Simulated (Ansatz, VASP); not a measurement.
One calculation of AlN, two programs

INCAR

```
PREC = Accurate ; ENCUT = 520
EDIFF = 1E-6 ; ISMEAR = 0
SIGMA = 0.05 ; LREAL = False
LASPH = True ; NELM = 100
ALGO = Normal ; ISIF = 2
LWAVE = False ; LCHARG = False
GGA = PE ; NBANDS = 26
```

Contents of KPOINTS:

```
regular mesh
0
Gamma
  8 8 3
```

The input POSCAR:

```
AlN
1.0
   -3.1110021516      0.0000000000      0.0000000000
   -1.5555010758     -2.6942068945      0.0000000000
   -0.3887197188     -0.2244274343      9.9560000000
Al N
4 4
Direct
    0.2580509583      0.2580509583      0.9037500000
    0.2997009583      0.2997009583      0.4037500000
    0.6538592917      0.6538592917      0.1537500000
    0.6122092917      0.6122092917      0.6537500000
    0.3253157083      0.3253157083      0.0962500000
    0.2836657083      0.2836657083      0.5962500000
    0.6378240417      0.6378240417      0.3462500000
    0.5961740417      0.5961740417      0.8462500000
```

Input for Ansatz:

```yaml
crystal:
  lattice:
    - [-3.1110021516, 0.0, 0.0]
    - [-1.5555010758, -2.6942068945, 0.0]
    - [-0.3887197188, -0.2244274343, 9.956]
  atoms:
    - { symbol: Al, position: [0.2580509583, 0.2580509583, 0.90375] }
    - { symbol: Al, position: [0.2997009583, 0.2997009583, 0.40375] }
    - { symbol: Al, position: [0.6538592917, 0.6538592917, 0.15375] }
    - { symbol: Al, position: [0.6122092917, 0.6122092917, 0.65375] }
    - { symbol: "N", position: [0.3253157083, 0.3253157083, 0.09625] }
    - { symbol: "N", position: [0.2836657083, 0.2836657083, 0.59625] }
    - { symbol: "N", position: [0.6378240417, 0.6378240417, 0.34625] }
    - { symbol: "N", position: [0.5961740417, 0.5961740417, 0.84625] }
basis:
  ecutwfc: 420
kpoints:
  mp_grid: { grid: [8, 8, 3] }
hamiltonian:
  xc: pbe
scf:
  occupations: { method: gaussian, width: 0.05 }
output:
  forces: true
  stress: true
  eigenvalues: true
```

Alike in both runs: task single point; functional PBE; k mesh 8 × 8 × 3; occupations gaussian, width 0.05 eV; no spin polarisation.

```csv
,VASP,Ansatz
version,VASP 6.6.1,Ansatz 0.2.0
potentials or method,"VASP PAW PBE potentials, release 64 (Al, N), cutoff 520 eV","scalar-relativistic, plane waves, PAW"
valence electrons in the cell,32,32
```

VASP gave:

- gap on the k mesh at the Fermi level (eV): 3.89
- least direct gap on the mesh (eV): 3.89
- pressure (GPa): 3.5
- traceless stress, the component that is largest in VASP (GPa): 4.20
- rms of the force components (eV/Å): 0.292

Task: Estimate Ansatz's values.

Result: gap on the k mesh at the Fermi level (eV): 3.88; least direct gap on the mesh (eV): 3.88; pressure (GPa): 3.7; traceless stress, the component that is largest in VASP (GPa): 4.18; rms of the force components (eV/Å): 0.291.

Atom by atom the forces differ by 0.001 eV/Å (rms over components). The functional is the same, so the differences come from potentials, cutoffs and numerics.
